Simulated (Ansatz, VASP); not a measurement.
# Two plane-wave programs on Ru

```
Ru
1.0
     2.61787    0.00000    0.00000
    -1.30894    2.26714    0.00000
     0.00000    0.00000    4.25238
Ru
2
Cartesian
  0.0000 1.5569 1.0631
  1.3089 0.7103 3.1893
```

Change from the starting cell: mode 5 frozen in at +0.047 Å, equal normal strain along x and y -0.0267.

Alike in both runs: task single point; functional PBEsol; k mesh 18 × 18 × 10; occupations gaussian, width 0.15 eV; no spin polarisation.

|  | VASP | Ansatz |
| --- | --- | --- |
| version | VASP 6.6.1 | Ansatz 0.2.0 |
| potentials or method | VASP PAW PBE potentials, release 64 (Ru_pv), cutoff 520 eV | scalar-relativistic, plane waves, PAW |
| valence electrons in the cell | 28 | 32 |

Ansatz gave:

```
gap on the k mesh at the Fermi level (eV)                     : none
pressure (GPa)                                                : 21.8
traceless stress, the component that is largest in VASP (GPa) : -9.23
rms of the force components (eV/Å)                            : 0.429
```

**Question.** What did VASP give for the same quantities?

**Answer.** gap on the k mesh at the Fermi level (eV): none; pressure (GPa): 21.8; traceless stress, the component that is largest in VASP (GPa): -9.22; rms of the force components (eV/Å): 0.429.

VASP's potentials were made for PBE, not for PBEsol, and Ansatz warns of the same on its side. Atom by atom the forces differ by 0.000 eV/Å (rms over components). A gap of «none» marks a metal or a gap that the smearing closes. The functional is the same, so the differences come from potentials, cutoffs and numerics. VASP's potentials hold 28 valence electrons a cell and Ansatz's 32, so a difference there can come from the potentials and not from the codes.
